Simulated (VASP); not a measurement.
A run of VASP 6.6.1 is set up as follows.

Contents of INCAR:

```
ALGO = Normal ; EDIFF = 1E-7
ENCUT = 520 ; GGA = PE
ISIF = 2 ; ISMEAR = -1
LASPH = T ; LCHARG = F
LREAL = F ; LWAVE = F
NBANDS = 23 ; NELM = 60
PREC = Accurate ; SIGMA = 0.05
```

The input KPOINTS:

```
k-points
0
Gamma
  8 8 4
```

File POSCAR:

```
PPt
1.0
    3.6490918728      0.0000000000      0.0000000000
   -1.8245459364      3.1602062625      0.0000000000
    0.0000000000      0.0000000000      6.5481381930
Pt P
2 2
Direct
    0.3333333333      0.6666666667      0.3664674950
    0.6666666667      0.3333333333      0.8664674950
    0.3333333333      0.6666666667      0.0085345050
    0.6666666667      0.3333333333      0.5085345050
```

Potentials or basis: VASP PAW PBE potentials, release 64 (Pt, P).

The run is started by

```bash
$ cat potpaw_PBE.64/Pt/POTCAR potpaw_PBE.64/P/POTCAR > POTCAR
$ mpirun -np 1 vasp_std > vasp.out
```

(1) What does it give for the pressure?

(2) What does it give for the largest force?

(3) What does it give for the band gap on the k mesh?

## Answers

(1) 1.8 GPa.

(2) 0.003 eV/Å.

(3) zero (band 15 reaches 10.14 eV, above the bottom of band 16 at 6.40 eV).

Caveat: spin-orbit coupling is left out, which moves the levels of the heavy elements.
